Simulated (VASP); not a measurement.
# In (Fd-3m) in VASP: further runs

The runs below take In through single point, with PBE.

Everything below comes from runs of VASP 6.6.1. Logs are shortened: lines on timing, memory, paths and dates and some standing lists are left out, and cuts for length are marked.

### 1 The cell of the first run

The structure is cubic, space group Fd-3m (No. 227). Conventional cell: a = 6.728 Å, b = 6.728 Å, c = 6.728 Å, α = 90.00°, β = 90.00°, γ = 90.00°. In (site symmetry -43m) has 4 In at 2.91 Å within 3.8 Å.

This isn't the form of In at room conditions, which is tetragonal.

### 2 Single point, PBE

INCAR reads:

```
PREC = Accurate ; ENCUT = 520
EDIFF = 1E-6 ; ISMEAR = -1
SIGMA = 0.1 ; LREAL = False
LASPH = True ; NELM = 60
ALGO = Normal ; ISIF = 2
LWAVE = False ; LCHARG = True
GGA = PE ; LELF = True
LVHAR = True ; NBANDS = 20
```

KPOINTS reads:

```
Automatic mesh
0
Gamma
  8 8 8
```

POSCAR reads:

```
In
1.0
    0.0000000000      3.3638628127      3.3638628127
    3.3638628127      0.0000000000      3.3638628127
    3.3638628127      3.3638628127      0.0000000000
In
2
Direct
    0.1250000000      0.1250000000      0.1250000000
    0.8750000000      0.8750000000      0.8750000000
```

Potentials or basis: VASP PAW PBE potentials, release 64 (In_d).

Run with:

```
> cat potpaw_PBE.64/In_d/POTCAR > POTCAR
> mpirun -np 1 vasp_std > vasp.out
```

OUTCAR:

```text
PREC = Accurate
   ENCUT = 520
   EDIFF = 1E-6
   ISMEAR = -1
   LREAL = False
   LASPH = True
   NELM = 60
   ISIF = 2
   GGA = PE

 ion  position               nearest neighbor table
   1  0.125  0.125  0.125-   2 2.91   2 2.91   2 2.91   2 2.91
   2  0.875  0.875  0.875-   1 2.91   1 2.91   1 2.91   1 2.91

  LATTYP: Found a face centered cubic cell.
 ALAT       =     6.7277256254

  Lattice vectors:

 A1 = (   0.0000000000,   3.3638628127,   3.3638628127)
 A2 = (   3.3638628127,   0.0000000000,   3.3638628127)
 A3 = (   3.3638628127,   3.3638628127,   0.0000000000)

Analysis of symmetry for initial positions (statically):
=====================================================================
 Subroutine PRICEL returns:
 Original cell was already a primitive cell.

 Routine SETGRP: Setting up the symmetry group for a
 face centered cubic supercell.

 Subroutine GETGRP returns: Found 48 space group operations
 (whereof 12 operations were pure point group operations)
 out of a pool of 48 trial point group operations.

The static configuration has the point symmetry D_3d.
 The point group associated with its full space group is O_h .

Analysis of symmetry for dynamics (positions and initial velocities):
=====================================================================
 Subroutine PRICEL returns:
 Original cell was already a primitive cell.

 Routine SETGRP: Setting up the symmetry group for a
 face centered cubic supercell.

 Subroutine GETGRP returns: Found 48 space group operations
 (whereof 12 operations were pure point group operations)
 out of a pool of 48 trial point group operations.

The dynamic configuration has the point symmetry D_3d.
 The point group associated with its full space group is O_h .

 Subroutine INISYM returns: Found 48 space group operations
 (whereof 12 operations are pure point group operations),
 and found     1 'primitive' translations

----------------------------------------------------------------------------------------

                                     Primitive cell

  volume of cell :      76.1281

  direct lattice vectors                    reciprocal lattice vectors
     0.000000000  3.363862813  3.363862813    -0.148638642  0.148638642  0.148638642
     3.363862813  0.000000000  3.363862813     0.148638642 -0.148638642  0.148638642
     3.363862813  3.363862813  0.000000000     0.148638642  0.148638642 -0.148638642

  length of vectors
     4.757220412  4.757220412  4.757220412     0.257449680  0.257449680  0.257449680

  position of ions in fractional coordinates (direct lattice)
     0.125000000  0.125000000  0.125000000
     0.875000000  0.875000000  0.875000000

  ion indices of the primitive-cell ions
   primitive index   ion index
                 1           1
                 2           2

----------------------------------------------------------------------------------------

 KPOINTS: Automatic mesh

Automatic generation of k-mesh.
 Grid dimensions read from file:
 generate k-points for:    8    8    8

 Generating k-lattice:

  Cartesian coordinates                     Fractional coordinates (reciprocal lattice)
    -0.018579830  0.018579830  0.018579830     0.125000000  0.000000000  0.000000000
     0.018579830 -0.018579830  0.018579830     0.000000000  0.125000000  0.000000000
     0.018579830  0.018579830 -0.018579830     0.000000000  0.000000000  0.125000000

  Length of vectors
     0.032181210  0.032181210  0.032181210

  Shift w.r.t. Gamma in fractional coordinates (k-lattice)
     0.000000000  0.000000000  0.000000000

 Subroutine IBZKPT returns following result:
 ===========================================

 Found     29 irreducible k-points:

 Following reciprocal coordinates:
            Coordinates               Weight
  0.000000  0.000000  0.000000      1.000000
  0.125000  0.000000  0.000000      8.000000
  0.250000  0.000000  0.000000      8.000000
  0.375000  0.000000  0.000000      8.000000
  0.500000  0.000000  0.000000      4.000000
  0.125000  0.125000  0.000000      6.000000
[... 16 lines left out ...]
  0.500000  0.250000  0.125000     48.000000
 -0.375000  0.250000  0.125000     24.000000
 [... further k-points ...]
   k-points           NKPTS =     29   k-points in BZ     NKDIM =     29   number of bands    NBANDS=     20
   number of dos      NEDOS =    301   number of ions     NIONS =      2
   total plane-waves  NPLWV =  46656
   dimension x,y,z NGX =    36 NGY =   36 NGZ =   36
   dimension x,y,z NGXF=    72 NGYF=   72 NGZF=   72
   ions per type =               2
   NGX,Y,Z   is equivalent  to a cutoff of  12.58, 12.58, 12.58 a.u.
   NGXF,Y,Z  is equivalent  to a cutoff of  25.16, 25.16, 25.16 a.u.
 SYSTEM =  unknown system
   PREC   = accura    normal or accurate (medium, high low for compatibility)
   ISTART =      0    job   : 0-new  1-cont  2-samecut
   ICHARG =      2    charge: 1-file 2-atom 10-const
   ISPIN  =      1    spin polarized calculation?
   LNONCOLLINEAR =      F non collinear calculations
   LSORBIT =      F    spin-orbit coupling
   LASPH  =      T    aspherical Exc in radial PAW
   ENCUT  =  520.0 eV  38.22 Ry    6.18 a.u.   8.85  8.85  8.85*2*pi/ulx,y,z
   NELM   =     60;   NELMIN=  2; NELMDL= -5     # of ELM steps
   EDIFF  = 0.1E-05   stopping-criterion for ELM
   LREAL  =      F    real-space projection
   EDIFFG = 0.1E-04   stopping-criterion for IOM
   NSW    =      0    number of steps for IOM
   IBRION =     -1    ionic relax: 0-MD 1-quasi-New 2-CG
   NFREE  =      0    steps in history (QN), initial steepest desc. (CG)
   ISIF   =      2    stress and relaxation
   ISYM   =      2    0-nonsym 1-usesym 2-fastsym
   POTIM  = 0.5000    time-step for ionic-motion
   TEBEG  =    0.0;   TEEND  =   0.0 temperature during run
   PSTRESS=    0.0 pullay stress
   NELECT =      26.0000    total number of electrons
   NUPDOWN=      -1.0000    fix difference up-down
   EMIN   =  10.00;   EMAX   =-10.00  energy-range for DOS
   EFERMI =   0.00;   METHOD = LEGACY
   ISMEAR =    -1;   SIGMA  =   0.10  broadening in eV -4-tet -1-fermi 0-gaus
   EFERMI_NEDOS =   21; number of points for ismear=-14 and -15
   IALGO  =     38    algorithm
   IMIX   =      4    mixing-type and parameters
     AMIX     =   0.40;   BMIX     =  1.00
     AMIX_MAG =   1.60;   BMIX_MAG =  1.00
  volume/ion in A,a.u.               =      38.06       256.87
  Fermi-wavevector in a.u.,A,eV,Ry     =   1.144329  2.162469 17.816686  1.309489
  Thomas-Fermi vector in A             =   2.281022
   LORBIT       =      0    0 simple, 1 ext, 2 COOP (PROOUT), +10 PAW based schemes
   GGA     = PE    functional components
   LHFCALC =     F    Hartree Fock is set to
   AEXX    =    0.0000 exact exchange contribution
   IVDW    =     0    specifies the selected vdW correction
   LEPSILON=     F    determine dielectric tensor
   LRPA    =     F    only Hartree local field effects (RPA)
 non-spin polarized calculation
  energy-cutoff  :      520.00
  volume of cell :       76.13
 maximum number of plane-waves:      2085
   NGX = 17   NGY = 17   NGZ = 17

 number of electron      26.0000001 magnetization

 Free energy of the ion-electron system (eV)
  ---------------------------------------------------
  ext. energy  EPLUGINS =         0.00000000
  ---------------------------------------------------
  free energy    TOTEN  =        -4.46762145 eV

  energy without entropy =       -4.40971381  energy(sigma->0) =       -4.43866763

 E-fermi :   3.6097     XC(G=0):  -8.2930

 val. band max:        3.5858420745   @ k =   0.5000   0.1250   0.0000
 cond. band min:       3.6586512060   @ k =  -0.2500   0.1250   0.0000
 fundamental gap:      0.0728091315
 Fermi energy:         3.6096831587

 k-point     1 :       0.0000    0.0000    0.0000
  band No.  band energies     occupation
      1     -10.9997      2.00000
      2     -10.9997      2.00000
      3     -10.9997      2.00000
      4     -10.9381      2.00000
      5     -10.9381      2.00000
      6     -10.5518      2.00000
[... 12 lines left out ...]
     19       9.5471      0.00000
     20      12.6484      0.00000

 k-point     2 :       0.1250    0.0000    0.0000
  band No.  band energies     occupation
      1     -11.0149      2.00000
      2     -11.0149      2.00000
      3     -10.9958      2.00000
      4     -10.9165      2.00000
      5     -10.9165      2.00000
      6     -10.5695      2.00000
[... 12 lines left out ...]
     19      10.3873      0.00000
     20      11.7565      0.00000

 k-point     3 :       0.2500    0.0000    0.0000
  band No.  band energies     occupation
      1     -11.0327      2.00000
      2     -11.0327      2.00000
      3     -10.9866      2.00000
      4     -10.8849      2.00000
      5     -10.8849      2.00000
      6     -10.5923      2.00000
[... 12 lines left out ...]
     19      10.7109      0.00000
     20      11.5972      0.00000

 k-point     4 :       0.3750    0.0000    0.0000
  band No.  band energies     occupation
      1     -11.0409      2.00000
      2     -11.0409      2.00000
      3     -10.9772      2.00000
      4     -10.8667      2.00000
      5     -10.8667      2.00000
      6     -10.6031      2.00000
[... 12 lines left out ...]
     19      11.6226      0.00000
     20      12.4631      0.00000

 k-point     5 :       0.5000    0.0000    0.0000
  band No.  band energies     occupation
      1     -11.0426      2.00000
      2     -11.0426      2.00000
      3     -10.9732      2.00000
      4     -10.8621      2.00000
      5     -10.8621      2.00000
      6     -10.6048      2.00000
[... 12 lines left out ...]
     19      13.2247      0.00000
     20      13.4868      0.00000
[... 353 lines left out ...]
      6     -10.7217      2.00000
[... 12 lines left out ...]
     19      14.2387      0.00000
     20      14.2387      0.00000

 k-point    22 :       0.3750    0.2500    0.1250
  band No.  band energies     occupation
      1     -11.0522      2.00000
      2     -11.0458      2.00000
      3     -10.9737      2.00000
      4     -10.8711      2.00000
      5     -10.8173      2.00000
      6     -10.6945      2.00000
[... 12 lines left out ...]
     19      11.5680      0.00000
     20      12.5973      0.00000

 k-point    23 :       0.5000    0.2500    0.1250
  band No.  band energies     occupation
      1     -11.0723      2.00000
      2     -11.0580      2.00000
      3     -10.9360      2.00000
      4     -10.8440      2.00000
      5     -10.7942      2.00000
      6     -10.7099      2.00000
[... 12 lines left out ...]
     19      12.3931      0.00000
     20      12.5700      0.00000

 k-point    24 :      -0.3750    0.2500    0.1250
  band No.  band energies     occupation
      1     -11.0816      2.00000
      2     -11.0602      2.00000
      3     -10.9190      2.00000
      4     -10.8240      2.00000
      5     -10.7974      2.00000
      6     -10.7008      2.00000
[... 12 lines left out ...]
     19      11.3754      0.00000
     20      12.9412      0.00000

 [... further k-points ...]

------------------------ aborting loop because EDIFF is reached ----------------------------------------

  FORCE on cell =-STRESS in cart. coord.  units (eV):
  Direction    XX          YY          ZZ          XY          YZ          ZX
  --------------------------------------------------------------------------------------
  -------------------------------------------------------------------------------------
  Total       -0.0107913     -0.0107913     -0.0107913      0.0000000     -0.0000000      0.0000000
  in kB       -0.2271118     -0.2271118     -0.2271118      0.0000000     -0.0000000      0.0000000
  external PRESSURE =      -0.2271118 kB  Pullay stress =       0.0000000 kB

 VOLUME and BASIS-vectors are now :
 -----------------------------------------------------------------------------
  energy-cutoff  :      520.00
  volume of cell :       76.13
      direct lattice vectors                 reciprocal lattice vectors
     0.000000000  3.363862813  3.363862813    -0.148638642  0.148638642  0.148638642
     3.363862813  0.000000000  3.363862813     0.148638642 -0.148638642  0.148638642
     3.363862813  3.363862813  0.000000000     0.148638642  0.148638642 -0.148638642

 POSITION                                       TOTAL-FORCE (eV/Angst)
 -----------------------------------------------------------------------------------
      0.84097      0.84097      0.84097        -0.000000     -0.000000     -0.000000
      5.88676      5.88676      5.88676         0.000000      0.000000      0.000000
 -----------------------------------------------------------------------------------
    total drift:                                0.000000      0.000000      0.000000

  FREE ENERGIE OF THE ION-ELECTRON SYSTEM (eV)
  ---------------------------------------------------
  free  energy   TOTEN  =        -4.4676214496 eV

  energy  without entropy=       -4.4097138140  energy(sigma->0) =       -4.43866763
```

Run time: 50 s. Hardware: 1 thread of Intel Xeon 8259CL, shared host; peak memory 0.18 GiB.

Results:

- Free energy: -4.4676 eV
- Pressure: 0.0 GPa
- Band gap on the k mesh: zero (bands 13 and 14 overlap by 3.31 eV)

Levels at points of the mesh, in eV from the Fermi level:
| k point | band 11 | band 12 | band 13 | band 14 | band 15 | band 16 |
| --- | --- | --- | --- | --- | --- | --- |
| (0.00, 0.00, 0.00) | -7.83 | 1.95 | 2.26 | 2.26 | 2.26 | 3.93 |
| (0.50, 0.00, 0.00) | -6.18 | -3.86 | 1.01 | 1.01 | 2.05 | 4.83 |
| (0.50, 0.50, 0.00) | -4.80 | -4.80 | -0.39 | -0.39 | 2.42 | 2.42 |

Caveat: spin-orbit coupling is left out, which moves the levels of the heavy elements.

### 3 Single point, PBE (33.50 Å³/atom)

This run uses another cell than the first one, of 33.50 Å³/atom.

INCAR reads:

```
ALGO = Normal
EDIFF = 1E-6
ENCUT = 520
GGA = PE
ISIF = 2
ISMEAR = -1
LASPH = T
LCHARG = F
LREAL = F
LWAVE = F
NBANDS = 20
NELM = 100
PREC = Accurate
SIGMA = 0.1
```

KPOINTS reads:

```
k-points
0
Gamma
  13 13 13
```

POSCAR reads:

```
In
1.0
    0.0000000000      3.2235358155      3.2235358155
    3.2235358155      0.0000000000      3.2235358155
    3.2235358155      3.2235358155      0.0000000000
In
2
Direct
    0.1250000000      0.1250000000      0.1250000000
    0.8750000000      0.8750000000      0.8750000000
```

Potentials or basis: VASP PAW PBE potentials, release 64 (In_d).

Run with:

```
> cat potpaw_PBE.64/In_d/POTCAR > POTCAR
> mpirun -np 1 vasp_std > vasp.out
```

Run time: 2.2 min. Hardware: 1 thread of Intel Xeon 8259CL, shared host; peak memory 0.22 GiB.

It converged, with:

```
Free energy            : -4.3665 eV
Pressure               : 4.0 GPa
Band gap on the k mesh : zero (bands 13 and 14 overlap by 3.64 eV)
```

Levels at points of the mesh, in eV from the Fermi level:
| k point | band 11 | band 12 | band 13 | band 14 | band 15 | band 16 |
| --- | --- | --- | --- | --- | --- | --- |
| (0.00, 0.00, 0.00) | -8.40 | 2.63 | 2.63 | 2.63 | 3.07 | 4.27 |

Caveat: the cell stands under pressure; spin-orbit coupling is left out, which moves the levels of the heavy elements.

The gap in the log of VASP goes by the Fermi energy; the results here count the filled bands.